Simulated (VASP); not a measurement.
# Rb (I4/mmm) in VASP: a series of runs

Runs on Rb. Level: r2SCAN0. Tasks: single point.

Everything below comes from runs of VASP 6.6.1. Logs are shortened: lines on timing, memory, paths and dates and some standing lists are left out, and cuts for length are marked.

## 1. The cell of the first run

Symmetry: I4/mmm, No. 139, tetragonal system. The conventional cell has a = 5.909 Å, b = 5.909 Å, c = 5.462 Å, α = 90.00°, β = 90.00°, γ = 90.00°.

## 2. Single point, r2SCAN0

The input, POSCAR:

```
Rb
1.0
   -2.9545118615      2.9545118615      2.7308451955
    2.9545118615     -2.9545118615      2.7308451955
    2.9545118615      2.9545118615     -2.7308451955
Rb
1
Direct
    0.0000000000      0.0000000000      0.0000000000
```

The input, INCAR.step1:

```
SYSTEM = Rb
PREC = Accurate
ENCUT = 520
EDIFF = 1E-5
ISMEAR = 0
SIGMA = 0.1
LREAL = .False.
LASPH = .True.
NELM = 80
ALGO = Normal
ISIF = 2
LWAVE = .True.
LCHARG = .False.
GGA = PE
NBANDS = 10
```

The input, INCAR.step2:

```
SYSTEM = Rb
PREC = Accurate
ENCUT = 520
EDIFF = 1E-6
ISMEAR = 0
SIGMA = 0.1
LREAL = .False.
LASPH = .True.
NELM = 80
ALGO = Normal
ISIF = 2
LWAVE = .False.
LCHARG = .False.
METAGGA = R2SCAN
LHFCALC = .True.
AEXX = 0.25
LMIXTAU = .True.
PRECFOCK = Normal
ISTART = 1
NBANDS = 10
```

The input, KPOINTS:

```
Automatic mesh
0
Gamma
  4 4 4
  0 0 0
```

Potentials or basis: VASP PAW PBE potentials, release 64 (Rb_sv).

Launch:

```
> cat potpaw_PBE.64/Rb_sv/POTCAR > POTCAR
> cp INCAR.step1 INCAR
> mpirun -np 1 vasp_std > vasp.out
> cp INCAR.step2 INCAR
> mpirun -np 1 vasp_std > vasp.out
```

OUTCAR:

```text
SYSTEM = Rb
   PREC = Accurate
   ENCUT = 520
   EDIFF = 1E-6
   ISMEAR = 0
   LREAL = .False.
   LASPH = .True.
   NELM = 80
   ISIF = 2
   METAGGA = R2SCAN
   LHFCALC = .True.
   AEXX = 0.25
   PRECFOCK = Normal
   ISTART = 1

 ion  position               nearest neighbor table
   1  0.000  0.000  0.000-

  LATTYP: Found a body centered tetragonal cell.
 ALAT       =     5.9090237230
 C/A-ratio  =     0.9242965754

  Lattice vectors:

 A1 = (  -2.9545118615,   2.9545118615,   2.7308451955)
 A2 = (   2.9545118615,  -2.9545118615,   2.7308451955)
 A3 = (   2.9545118615,   2.9545118615,  -2.7308451955)

Analysis of symmetry for initial positions (statically):
=====================================================================
 Subroutine PRICEL returns:
 Original cell was already a primitive cell.

 Routine SETGRP: Setting up the symmetry group for a
 body centered tetragonal supercell.

 Subroutine GETGRP returns: Found 16 space group operations
 (whereof 16 operations were pure point group operations)
 out of a pool of 16 trial point group operations.

The static configuration has the point symmetry D_4h.

Analysis of symmetry for dynamics (positions and initial velocities):
=====================================================================
 Subroutine PRICEL returns:
 Original cell was already a primitive cell.

 Routine SETGRP: Setting up the symmetry group for a
 body centered tetragonal supercell.

 Subroutine GETGRP returns: Found 16 space group operations
 (whereof 16 operations were pure point group operations)
 out of a pool of 16 trial point group operations.

The dynamic configuration has the point symmetry D_4h.

 Subroutine INISYM returns: Found 16 space group operations
 (whereof 16 operations are pure point group operations),
 and found     1 'primitive' translations

----------------------------------------------------------------------------------------

                                     Primitive cell

  volume of cell :      95.3517

  direct lattice vectors                    reciprocal lattice vectors
    -2.954511861  2.954511861  2.730845196     0.000000000  0.169232693  0.183093498
     2.954511861 -2.954511861  2.730845196     0.169232693  0.000000000  0.183093498
     2.954511861  2.954511861 -2.730845196     0.169232693  0.169232693  0.000000000

  length of vectors
     4.991572514  4.991572514  4.991572514     0.249324956  0.249324956  0.239331170

  position of ions in fractional coordinates (direct lattice)
     0.000000000  0.000000000  0.000000000

  ion indices of the primitive-cell ions
   primitive index   ion index
                 1           1

----------------------------------------------------------------------------------------

 KPOINTS: Automatic mesh

Automatic generation of k-mesh.
 Grid dimensions read from file:
 generate k-points for:    4    4    4

 Generating k-lattice:

  Cartesian coordinates                     Fractional coordinates (reciprocal lattice)
     0.000000000  0.042308173  0.045773375     0.250000000 -0.000000000  0.000000000
     0.042308173  0.000000000  0.045773375    -0.000000000  0.250000000  0.000000000
     0.042308173  0.042308173  0.000000000     0.000000000  0.000000000  0.250000000

  Length of vectors
     0.062331239  0.062331239  0.059832793

  Shift w.r.t. Gamma in fractional coordinates (k-lattice)
     0.000000000  0.000000000  0.000000000

 Subroutine IBZKPT returns following result:
 ===========================================

 Found     13 irreducible k-points:

 Following reciprocal coordinates:
            Coordinates               Weight
  0.000000  0.000000  0.000000      1.000000
  0.250000 -0.000000  0.000000      8.000000
  0.500000 -0.000000  0.000000      4.000000
  0.250000  0.250000  0.000000      8.000000
  0.500000  0.250000  0.000000     16.000000
 -0.250000  0.250000  0.000000      4.000000
  0.500000  0.500000  0.000000      2.000000
  0.250000  0.250000  0.250000      2.000000
 -0.250000  0.250000  0.250000      4.000000
  0.500000  0.500000  0.250000      4.000000
 -0.250000  0.500000  0.250000      8.000000
 -0.250000 -0.250000  0.250000      2.000000
  0.500000  0.500000  0.500000      1.000000
   k-points           NKPTS =     13   k-points in BZ     NKDIM =     64   number of bands    NBANDS=     10
   number of dos      NEDOS =    301   number of ions     NIONS =      1
   total plane-waves  NPLWV =  64000
   dimension x,y,z NGX =    40 NGY =   40 NGZ =   40
   dimension x,y,z NGXF=    80 NGYF=   80 NGZF=   80
   ions per type =               1
   NGX,Y,Z   is equivalent  to a cutoff of  13.32, 13.32, 13.32 a.u.
   NGXF,Y,Z  is equivalent  to a cutoff of  26.64, 26.64, 26.64 a.u.
 SYSTEM =  Rb
   PREC   = accura    normal or accurate (medium, high low for compatibility)
   ISTART =      1    job   : 0-new  1-cont  2-samecut
   ICHARG =      0    charge: 1-file 2-atom 10-const
   ISPIN  =      1    spin polarized calculation?
   LNONCOLLINEAR =      F non collinear calculations
   LSORBIT =      F    spin-orbit coupling
   LASPH  =      T    aspherical Exc in radial PAW
   ENCUT  =  520.0 eV  38.22 Ry    6.18 a.u.   9.28  9.28  9.28*2*pi/ulx,y,z
   NELM   =     80;   NELMIN=  2; NELMDL=  0     # of ELM steps
   EDIFF  = 0.1E-05   stopping-criterion for ELM
   LREAL  =      F    real-space projection
   EDIFFG = 0.1E-04   stopping-criterion for IOM
   NSW    =      0    number of steps for IOM
   IBRION =     -1    ionic relax: 0-MD 1-quasi-New 2-CG
   NFREE  =      0    steps in history (QN), initial steepest desc. (CG)
   ISIF   =      2    stress and relaxation
   ISYM   =      3    0-nonsym 1-usesym 2-fastsym
   POTIM  = 0.5000    time-step for ionic-motion
   TEBEG  =    0.0;   TEEND  =   0.0 temperature during run
   PSTRESS=    0.0 pullay stress
   NELECT =       9.0000    total number of electrons
   NUPDOWN=      -1.0000    fix difference up-down
   EMIN   =  10.00;   EMAX   =-10.00  energy-range for DOS
   EFERMI =   0.00;   METHOD = LEGACY
   ISMEAR =     0;   SIGMA  =   0.10  broadening in eV -4-tet -1-fermi 0-gaus
   EFERMI_NEDOS =   21; number of points for ismear=-14 and -15
   IALGO  =     38    algorithm
   IMIX   =      1    mixing-type and parameters
     AMIX     =   0.40;   BMIX     =  1.00
     AMIX_MAG =   1.60;   BMIX_MAG =  1.00
  volume/ion in A,a.u.               =      95.35       643.47
  Fermi-wavevector in a.u.,A,eV,Ry     =   0.745383  1.408570  7.559340  0.555596
  Thomas-Fermi vector in A             =   1.840957
   LORBIT       =      0    0 simple, 1 ext, 2 COOP (PROOUT), +10 PAW based schemes
   METAGGA = R2SCAN    functional components
   LHFCALC =     T    Hartree Fock is set to
   PRECFOCK=normal    Normal, Fast or Accurate (Low or Medium for compatibility)
   ENCUT4O =  -1.0   cutoff for four orbital integrals eV
   NKREDX  =     1    reduce k-point grid by
   NKREDY  =     1    reduce k-point grid by
   NKREDZ  =     1    reduce k-point grid by
   AEXX    =    0.2500 exact exchange contribution
   HFSCREEN=    0.0000 screening length (either q_TF or 0.3 A-1)
   HFSCREENC=   0.0000 screening length for correlation (either q_TF or 0.3 A-1)
   ENCUTFOCK=  -1.0 apply spherical cutoff to Coloumb kernel
   IVDW    =     0    specifies the selected vdW correction
   LEPSILON=     F    determine dielectric tensor
   LRPA    =     F    only Hartree local field effects (RPA)
 non-spin polarized calculation
 Gauss-broadening in eV      SIGMA  =   0.10
  energy-cutoff  :      520.00
  volume of cell :       95.35
 maximum number of plane-waves:      2582
 NGX is ok and might be reduce to    40
  NGX = 28; NGY = 28; NGZ = 28

 number of electron       9.0000000 magnetization

 Free energy of the ion-electron system (eV)
  ---------------------------------------------------
  ext. energy  EPLUGINS =         0.00000000
  ---------------------------------------------------
  free energy    TOTEN  =       -10.95456666 eV

  energy without entropy =      -10.94505045  energy(sigma->0) =      -10.94980856

 E-fermi :  -0.2156     XC(G=0):  -4.4360

 val. band max:       -0.2783013235   @ k =   0.5000   0.2500   0.0000
 cond. band min:       0.3168584037   @ k =   0.2500   0.2500   0.0000
 fundamental gap:      0.5951597272
 Fermi energy:        -0.2155705888

 k-point     1 :       0.0000    0.0000    0.0000
  band No.  band energies     occupation
      1     -32.6947      2.00000
      2     -15.1775      2.00000
      3     -15.1775      2.00000
      4     -15.1767      2.00000
      5      -2.7741      2.00000
      6       4.3834      0.00000
      7       4.8485      0.00000
      8       4.8485      0.00000
      9       5.3264      0.00000
     10       5.9472      0.00000

 k-point     2 :       0.2500   -0.0000    0.0000
  band No.  band energies     occupation
      1     -32.6928      2.00000
      2     -15.2215      2.00000
      3     -15.1920      2.00000
      4     -15.1785      2.00000
      5      -1.8364      2.00000
      6       3.2609      0.00000
      7       3.7660      0.00000
      8       5.2385      0.00000
      9       5.3583      0.00000
     10       5.5905      0.00000

 k-point     3 :       0.5000   -0.0000    0.0000
  band No.  band energies     occupation
      1     -32.6909      2.00000
      2     -15.2637      2.00000
      3     -15.2063      2.00000
      4     -15.1797      2.00000
      5       0.7422      0.00000
      6       1.0756      0.00000
      7       3.2699      0.00000
      8       5.3061      0.00000
      9       5.7240      0.00000
     10       6.5762      0.00000
[... 105 lines left out ...]
 k-point    12 :      -0.2500   -0.2500    0.2500
  band No.  band energies     occupation
      1     -32.6910      2.00000
      2     -15.2280      2.00000
      3     -15.2071      2.00000
      4     -15.2071      2.00000
      5      -0.8233      2.00000
      6       3.0461      0.00000
      7       3.6382      0.00000
      8       3.6382      0.00000
      9       5.4564      0.00000
     10       5.6813      0.00000

 k-point    13 :       0.5000    0.5000    0.5000
  band No.  band energies     occupation
      1     -32.6882      2.00000
      2     -15.2412      2.00000
      3     -15.2412      2.00000
      4     -15.2278      2.00000
      5       1.7269      0.00000
      6       1.9785      0.00000
      7       3.5329      0.00000
      8       3.5329      0.00000
      9       4.4102      0.00000
     10       5.8422      0.00000

------------------------ aborting loop because EDIFF is reached ----------------------------------------

  FORCE on cell =-STRESS in cart. coord.  units (eV):
  Direction    XX          YY          ZZ          XY          YZ          ZX
  --------------------------------------------------------------------------------------
  -------------------------------------------------------------------------------------
  Total        0.1096856      0.1096856     -0.1195985      0.0000000      0.0000000      0.0000000
  in kB        1.8430272      1.8430272     -2.0095913      0.0000000      0.0000000      0.0000000
  external PRESSURE =       0.5588210 kB  Pullay stress =       0.0000000 kB

 VOLUME and BASIS-vectors are now :
 -----------------------------------------------------------------------------
  energy-cutoff  :      520.00
  volume of cell :       95.35
      direct lattice vectors                 reciprocal lattice vectors
    -2.954511861  2.954511861  2.730845196     0.000000000  0.169232693  0.183093498
     2.954511861 -2.954511861  2.730845196     0.169232693  0.000000000  0.183093498
     2.954511861  2.954511861 -2.730845196     0.169232693  0.169232693  0.000000000

 POSITION                                       TOTAL-FORCE (eV/Angst)
 -----------------------------------------------------------------------------------
      0.00000      0.00000      0.00000        -0.000000      0.000000      0.000000
 -----------------------------------------------------------------------------------
    total drift:                               -0.000000     -0.000000      0.000000

  FREE ENERGIE OF THE ION-ELECTRON SYSTEM (eV)
  ---------------------------------------------------
  free  energy   TOTEN  =       -10.9545666616 eV

  energy  without entropy=      -10.9450504543  energy(sigma->0) =      -10.94980856
```

Wall time 5.4 min (1 thread of Intel Xeon Platinum 8259CL at 2.50GHz (Skylake/Cascade Lake), shared host); peak memory 0.26 GiB.

Results:

* Free energy: -10.9546 eV
* Pressure: 0.1 GPa
* Band gap on the k mesh: zero (an odd number of electrons rules out a gap without spin polarisation)

Caveat: the k points lie up to 0.39 Å⁻¹ apart, too coarse for converged energies and pressures of a metal; the PAW data sets were made with another functional, which shifts forces and pressure a little.

## 3. Single point, r2SCAN0

This run uses another cell than the first one, of 97.26 Å³/atom.

The input, POSCAR:

```
Rb
1.0
   -2.9740787355      2.9740787355      2.7489307901
    2.9740787355     -2.9740787355      2.7489307901
    2.9740787355      2.9740787355     -2.7489307901
Rb
1
Direct
    0.0000000000      0.0000000000      0.0000000000
```

The input, INCAR.step1:

```
SYSTEM = Rb
ALGO = Normal ; EDIFF = 1E-5
ENCUT = 520 ; GGA = PE
ISIF = 2 ; ISMEAR = 0
LASPH = .True. ; LREAL = .False.
LWAVE = .True. ; NBANDS = 10
NELM = 80 ; PREC = Accurate
SIGMA = 0.1
```

The input, INCAR.step2:

```
SYSTEM = Rb
AEXX = 0.25 ; ALGO = Normal
EDIFF = 1E-6 ; ENCUT = 520
ISIF = 2 ; ISMEAR = 0
ISTART = 1 ; LASPH = .True.
LCHARG = .True. ; LELF = .True.
LHFCALC = .True. ; LMIXTAU = .True.
LREAL = .False. ; LVHAR = .True.
LWAVE = .False. ; METAGGA = R2SCAN
NBANDS = 10 ; NELM = 80
PREC = Accurate ; PRECFOCK = Normal
SIGMA = 0.1
```

The input, KPOINTS:

```
k-points
0
Gamma
  4 4 4
  0 0 0
```

Potentials or basis: VASP PAW PBE potentials, release 64 (Rb_sv).

Launch:

```
> cat potpaw_PBE.64/Rb_sv/POTCAR > POTCAR
> cp INCAR.step1 INCAR
> mpirun -np 1 vasp_std > vasp.out
> cp INCAR.step2 INCAR
> mpirun -np 1 vasp_std > vasp.out
```

Wall time 7.9 min (1 thread of Intel Xeon Platinum 8259CL at 2.50GHz (Skylake/Cascade Lake), shared host); peak memory 0.26 GiB.

The run converged. Its results:

```yaml
Free_energy: -10.9550 eV
Pressure: 0.0 GPa
Band_gap_on_the_k_mesh: zero (an odd number of electrons rules out a gap without spin polarisation)
```

Stress tensor (GPa, compression positive):
```
 0.13  0.00  0.00
 0.00  0.13  0.00
 0.00  0.00 -0.25
```

Levels at points of the mesh, in eV from the Fermi level:
| k point | band 1 | band 2 | band 3 | band 4 | band 5 | band 6 | band 7 | band 8 |
| --- | --- | --- | --- | --- | --- | --- | --- | --- |
| (0.00, 0.00, 0.00) | -32.49 | -14.98 | -14.98 | -14.97 | -2.53 | 4.58 | 5.04 | 5.04 |
| (0.50, 0.00, 0.00) | -32.49 | -15.06 | -15.00 | -14.98 | 0.96 | 1.27 | 3.48 | 5.47 |
| (0.50, 0.50, 0.00) | -32.49 | -15.06 | -15.00 | -14.97 | 0.74 | 1.01 | 3.95 | 5.25 |
| (0.50, 0.50, 0.50) | -32.49 | -15.04 | -15.04 | -15.02 | 1.95 | 2.20 | 3.70 | 3.70 |

Caveat: the k points lie up to 0.39 Å⁻¹ apart, too coarse for converged energies and pressures of a metal; the PAW data sets were made with another functional, which shifts forces and pressure a little.

The gap in the log of VASP goes by the Fermi energy; the results here count the filled bands.